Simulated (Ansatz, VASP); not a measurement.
One calculation of CaC2, two programs

```
CELL_PARAMETERS angstrom
-1.93430 1.93430 3.20211
1.93430 -1.93430 3.20211
1.93430 1.93430 -3.20211
ATOMIC_POSITIONS crystal
Ca 0.00000 0.00000 0.00000
C 0.59789 0.59789 0.00000
C 0.40211 0.40211 0.00000
```

Alike in both runs: task single point; functional LDA; k mesh 6 × 6 × 6; occupations gaussian, width 0.1 eV; no spin polarisation.

|  | VASP | Ansatz |
| --- | --- | --- |
| version | VASP 6.6.1 | Ansatz 0.2.0 |
| potentials or method | VASP PAW LDA potentials, release 64 (Ca_sv, C_h), cutoff 910 eV | scalar-relativistic, plane waves, PAW |
| valence electrons in the cell | 18 | 18 |

Ansatz gave:

* gap on the k mesh at the Fermi level (eV): 1.19
* least direct gap on the mesh (eV): 2.24
* rms of the force components (eV/Å): 0.043

Which values does VASP return?

gap on the k mesh at the Fermi level (eV): 1.17; least direct gap on the mesh (eV): 2.23; rms of the force components (eV/Å): 0.063.

LDA's correlation is that of Perdew and Zunger in VASP and of Perdew and Wang (1992) in Ansatz. Atom by atom the forces differ by 0.019 eV/Å (rms over components).

Noted on VASP's run: the cutoff is short for stress, so the pressure is rough.
